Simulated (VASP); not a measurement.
# BAs (F-43m) in VASP: notebook

Runs on BAs. Level: PBE. Tasks: single point.

Everything below comes from runs of VASP 6.6.1. Logs are shortened: lines on timing, memory, paths and dates and some standing lists are left out, and cuts for length are marked.

### Step 1. The cell of the first run

Symmetry: F-43m, No. 216, cubic system. Conventional cell: a = 4.679 Å, b = 4.679 Å, c = 4.679 Å, α = 90.00°, β = 90.00°, γ = 90.00°. Within 2.7 Å of B (site symmetry -43m) lie 4 As at 2.03 Å. Within 2.7 Å of As (site symmetry -43m) lie 4 B at 2.03 Å.

### Step 2. Single point, PBE (volume scaled by 0.94, then relaxed in part)

INCAR

```
SYSTEM = BAs
  PREC = Accurate
  ENCUT = 520
  EDIFF = 1E-7
  ISMEAR = -1
  SIGMA = 0.02
  LREAL = .FALSE.
  LASPH = .TRUE.
  NELM = 60
  ALGO = Normal
  ISIF = 2
  LWAVE = .FALSE.
  LCHARG = .FALSE.
  GGA = PE
  NBANDS = 11
```

KPOINTS

```
Automatic mesh
0
G
  16 16 16
  0 0 0
```

POSCAR

```
BAs
1.0
    0.0000000000      2.3397414207      2.3397414207
    2.3397414207      0.0000000000      2.3397414207
    2.3397414207      2.3397414207      0.0000000000
B As
1 1
Direct
    0.0000000000      0.0000000000      0.0000000000
    0.2500000000      0.2500000000      0.2500000000
```

Potentials or basis: VASP PAW PBE potentials, release 64 (B, As).

On the command line:

```
cat potpaw_PBE.64/B/POTCAR potpaw_PBE.64/As/POTCAR > POTCAR
mpirun -np 1 vasp_std > vasp.out
```

OUTCAR:

```text
SYSTEM = BAs
   PREC = Accurate
   ENCUT = 520
   EDIFF = 1E-7
   ISMEAR = -1
   LREAL = .FALSE.
   LASPH = .TRUE.
   NELM = 60
   ISIF = 2
   GGA = PE

 ion  position               nearest neighbor table
   1  0.000  0.000  0.000-   2 2.03   2 2.03   2 2.03   2 2.03
   2  0.250  0.250  0.250-   1 2.03   1 2.03   1 2.03   1 2.03

  LATTYP: Found a face centered cubic cell.
 ALAT       =     4.6794828414

  Lattice vectors:

 A1 = (   0.0000000000,   2.3397414207,   2.3397414207)
 A2 = (   2.3397414207,   0.0000000000,   2.3397414207)
 A3 = (   2.3397414207,   2.3397414207,   0.0000000000)

Analysis of symmetry for initial positions (statically):
=====================================================================
 Subroutine PRICEL returns:
 Original cell was already a primitive cell.

 Routine SETGRP: Setting up the symmetry group for a
 face centered cubic supercell.

 Subroutine GETGRP returns: Found 24 space group operations
 (whereof 24 operations were pure point group operations)
 out of a pool of 48 trial point group operations.

The static configuration has the point symmetry T_d .

Analysis of symmetry for dynamics (positions and initial velocities):
=====================================================================
 Subroutine PRICEL returns:
 Original cell was already a primitive cell.

 Routine SETGRP: Setting up the symmetry group for a
 face centered cubic supercell.

 Subroutine GETGRP returns: Found 24 space group operations
 (whereof 24 operations were pure point group operations)
 out of a pool of 48 trial point group operations.

The dynamic configuration has the point symmetry T_d .

 Subroutine INISYM returns: Found 24 space group operations
 (whereof 24 operations are pure point group operations),
 and found     1 'primitive' translations

----------------------------------------------------------------------------------------

                                     Primitive cell

  volume of cell :      25.6173

  direct lattice vectors                    reciprocal lattice vectors
     0.000000000  2.339741421  2.339741421    -0.213698828  0.213698828  0.213698828
     2.339741421  0.000000000  2.339741421     0.213698828 -0.213698828  0.213698828
     2.339741421  2.339741421  0.000000000     0.213698828  0.213698828 -0.213698828

  length of vectors
     3.308894050  3.308894050  3.308894050     0.370137228  0.370137228  0.370137228

  position of ions in fractional coordinates (direct lattice)
     0.000000000  0.000000000  0.000000000
     0.250000000  0.250000000  0.250000000

  ion indices of the primitive-cell ions
   primitive index   ion index
                 1           1
                 2           2

----------------------------------------------------------------------------------------

 KPOINTS: Automatic mesh

Automatic generation of k-mesh.
 Grid dimensions read from file:
 generate k-points for:   16   16   16

 Generating k-lattice:

  Cartesian coordinates                     Fractional coordinates (reciprocal lattice)
    -0.013356177  0.013356177  0.013356177     0.062500000  0.000000000  0.000000000
     0.013356177 -0.013356177  0.013356177     0.000000000  0.062500000  0.000000000
     0.013356177  0.013356177 -0.013356177     0.000000000  0.000000000  0.062500000

  Length of vectors
     0.023133577  0.023133577  0.023133577

  Shift w.r.t. Gamma in fractional coordinates (k-lattice)
     0.000000000  0.000000000  0.000000000

 Subroutine IBZKPT returns following result:
 ===========================================

 Found    145 irreducible k-points:

 Following reciprocal coordinates:
            Coordinates               Weight
  0.000000  0.000000  0.000000      1.000000
  0.062500  0.000000  0.000000      8.000000
  0.125000  0.000000  0.000000      8.000000
  0.187500  0.000000  0.000000      8.000000
  0.250000  0.000000  0.000000      8.000000
  0.312500  0.000000  0.000000      8.000000
[... 16 lines left out ...]
 -0.125000  0.062500  0.000000     24.000000
 -0.062500  0.062500  0.000000     12.000000
 [... further k-points ...]
   k-points           NKPTS =    145   k-points in BZ     NKDIM =    145   number of bands    NBANDS=     11
   number of dos      NEDOS =    301   number of ions     NIONS =      2
   total plane-waves  NPLWV =  21952
   dimension x,y,z NGX =    28 NGY =   28 NGZ =   28
   dimension x,y,z NGXF=    56 NGYF=   56 NGZF=   56
   ions per type =               1   1
   NGX,Y,Z   is equivalent  to a cutoff of  14.07, 14.07, 14.07 a.u.
   NGXF,Y,Z  is equivalent  to a cutoff of  28.14, 28.14, 28.14 a.u.
 SYSTEM =  BAs
   PREC   = accura    normal or accurate (medium, high low for compatibility)
   ISTART =      0    job   : 0-new  1-cont  2-samecut
   ICHARG =      2    charge: 1-file 2-atom 10-const
   ISPIN  =      1    spin polarized calculation?
   LNONCOLLINEAR =      F non collinear calculations
   LSORBIT =      F    spin-orbit coupling
   LASPH  =      T    aspherical Exc in radial PAW
   ENCUT  =  520.0 eV  38.22 Ry    6.18 a.u.   6.15  6.15  6.15*2*pi/ulx,y,z
   NELM   =     60;   NELMIN=  2; NELMDL= -5     # of ELM steps
   EDIFF  = 0.1E-06   stopping-criterion for ELM
   LREAL  =      F    real-space projection
   EDIFFG = 0.1E-05   stopping-criterion for IOM
   NSW    =      0    number of steps for IOM
   IBRION =     -1    ionic relax: 0-MD 1-quasi-New 2-CG
   NFREE  =      0    steps in history (QN), initial steepest desc. (CG)
   ISIF   =      2    stress and relaxation
   ISYM   =      2    0-nonsym 1-usesym 2-fastsym
   POTIM  = 0.5000    time-step for ionic-motion
   TEBEG  =    0.0;   TEEND  =   0.0 temperature during run
   PSTRESS=    0.0 pullay stress
   NELECT =       8.0000    total number of electrons
   NUPDOWN=      -1.0000    fix difference up-down
   EMIN   =  10.00;   EMAX   =-10.00  energy-range for DOS
   EFERMI =   0.00;   METHOD = LEGACY
   ISMEAR =    -1;   SIGMA  =   0.02  broadening in eV -4-tet -1-fermi 0-gaus
   EFERMI_NEDOS =   21; number of points for ismear=-14 and -15
   IALGO  =     38    algorithm
   IMIX   =      4    mixing-type and parameters
     AMIX     =   0.40;   BMIX     =  1.00
     AMIX_MAG =   1.60;   BMIX_MAG =  1.00
  volume/ion in A,a.u.               =      12.81        86.44
  Fermi-wavevector in a.u.,A,eV,Ry     =   1.110692  2.098903 16.784646  1.233637
  Thomas-Fermi vector in A             =   2.247246
   LORBIT       =      0    0 simple, 1 ext, 2 COOP (PROOUT), +10 PAW based schemes
   GGA     = PE    functional components
   LHFCALC =     F    Hartree Fock is set to
   AEXX    =    0.0000 exact exchange contribution
   IVDW    =     0    specifies the selected vdW correction
   LEPSILON=     F    determine dielectric tensor
   LRPA    =     F    only Hartree local field effects (RPA)
 non-spin polarized calculation
  energy-cutoff  :      520.00
  volume of cell :       25.62
 maximum number of plane-waves:       701
 NGX is ok and might be reduce to    28
   NGX = 13   NGY = 13   NGZ = 13

 number of electron       8.0000000 magnetization

 Free energy of the ion-electron system (eV)
  ---------------------------------------------------
  ext. energy  EPLUGINS =         0.00000000
  ---------------------------------------------------
  free energy    TOTEN  =       -11.32185302 eV

  energy without entropy =      -11.32185302  energy(sigma->0) =      -11.32185302

 E-fermi :   7.2625     XC(G=0): -10.8545

 val. band max:        6.8270226423   @ k =   0.0000   0.0000   0.0000
 cond. band min:       7.9546533958   @ k =   0.3750   0.3750   0.0000
 fundamental gap:      1.1276307534
 Fermi energy:         7.2625433051

 k-point     1 :       0.0000    0.0000    0.0000
  band No.  band energies     occupation
      1      -9.1548      2.00000
      2       6.8270      2.00000
      3       6.8270      2.00000
      4       6.8270      2.00000
      5      10.1845      0.00000
      6      10.1845      0.00000
      7      10.1845      0.00000
      8      12.3143      0.00000
      9      16.7239      0.00000
     10      20.0331      0.00000
     11      20.0331      0.00000

 k-point     2 :       0.0625    0.0000    0.0000
  band No.  band energies     occupation
      1      -9.0869      2.00000
      2       6.1760      2.00000
      3       6.6883      2.00000
      4       6.6883      2.00000
      5      10.3613      0.00000
      6      10.3659      0.00000
      7      10.3659      0.00000
      8      12.6180      0.00000
      9      17.0106      0.00000
     10      19.3850      0.00000
     11      19.3850      0.00000

 k-point     3 :       0.1250    0.0000    0.0000
  band No.  band energies     occupation
      1      -8.8839      2.00000
      2       4.7983      2.00000
      3       6.3575      2.00000
      4       6.3575      2.00000
      5      10.4573      0.00000
      6      10.7992      0.00000
      7      10.7992      0.00000
      8      13.4151      0.00000
      9      17.7399      0.00000
     10      18.6027      0.00000
     11      18.6027      0.00000

 k-point     4 :       0.1875    0.0000    0.0000
  band No.  band energies     occupation
      1      -8.5497      2.00000
      2       3.2361      2.00000
      3       5.9692      2.00000
      4       5.9692      2.00000
      5      10.3685      0.00000
      6      11.2754      0.00000
      7      11.2754      0.00000
      8      14.3458      0.00000
      9      18.1669      0.00000
     10      18.1669      0.00000
     11      18.3690      0.00000
[... 239 lines left out ...]
 k-point    22 :      -0.1875    0.0625    0.0000
  band No.  band energies     occupation
      1      -8.3510      2.00000
      2       2.7228      2.00000
      3       5.0768      2.00000
      4       6.1144      2.00000
      5      10.5862      0.00000
      6      11.1342      0.00000
      7      11.8168      0.00000
      8      14.4716      0.00000
      9      17.3977      0.00000
     10      18.4858      0.00000
     11      19.1923      0.00000

 k-point    23 :      -0.1250    0.0625    0.0000
  band No.  band energies     occupation
      1      -8.7270      2.00000
      2       4.2532      2.00000
      3       5.4775      2.00000
      4       6.4778      2.00000
      5      10.6344      0.00000
      6      10.6991      0.00000
      7      11.3851      0.00000
      8      13.7655      0.00000
      9      17.7116      0.00000
     10      18.2225      0.00000
     11      18.8370      0.00000

 k-point    24 :      -0.0625    0.0625    0.0000
  band No.  band energies     occupation
      1      -8.9739      2.00000
      2       5.5669      2.00000
      3       6.0139      2.00000
      4       6.7105      2.00000
      5      10.3763      0.00000
      6      10.4852      0.00000
      7      10.9103      0.00000
      8      13.0434      0.00000
      9      17.4569      0.00000
     10      18.4204      0.00000
     11      19.2181      0.00000

 [... further k-points ...]

------------------------ aborting loop because EDIFF is reached ----------------------------------------

  FORCE on cell =-STRESS in cart. coord.  units (eV):
  Direction    XX          YY          ZZ          XY          YZ          ZX
  --------------------------------------------------------------------------------------
  -------------------------------------------------------------------------------------
  Total        2.1835595      2.1835595      2.1835595     -0.0000000     -0.0000000     -0.0000000
  in kB      136.5658236    136.5658236    136.5658236     -0.0000000     -0.0000000     -0.0000000
  external PRESSURE =     136.5658236 kB  Pullay stress =       0.0000000 kB

 VOLUME and BASIS-vectors are now :
 -----------------------------------------------------------------------------
  energy-cutoff  :      520.00
  volume of cell :       25.62
      direct lattice vectors                 reciprocal lattice vectors
     0.000000000  2.339741421  2.339741421    -0.213698828  0.213698828  0.213698828
     2.339741421  0.000000000  2.339741421     0.213698828 -0.213698828  0.213698828
     2.339741421  2.339741421  0.000000000     0.213698828  0.213698828 -0.213698828

 POSITION                                       TOTAL-FORCE (eV/Angst)
 -----------------------------------------------------------------------------------
      0.00000      0.00000      0.00000        -0.000000     -0.000000     -0.000000
      1.16987      1.16987      1.16987         0.000000      0.000000      0.000000
 -----------------------------------------------------------------------------------
    total drift:                               -0.000000     -0.000000     -0.000000

  FREE ENERGIE OF THE ION-ELECTRON SYSTEM (eV)
  ---------------------------------------------------
  free  energy   TOTEN  =       -11.3218530192 eV

  energy  without entropy=      -11.3218530192  energy(sigma->0) =      -11.32185302
```

Wall time 84 s (1 thread of Intel Xeon Platinum 8259CL at 2.50GHz (Skylake/Cascade Lake), shared host); peak memory 0.18 GiB.

Results:

| Quantity | Value |
| --- | --- |
| Free energy | -11.3219 eV |
| Pressure | 13.7 GPa |
| Band gap on the k mesh | 1.13 eV, indirect (least direct gap 3.36 eV) |

 A k mesh can miss the band edges.

[end of part 1 of 3]
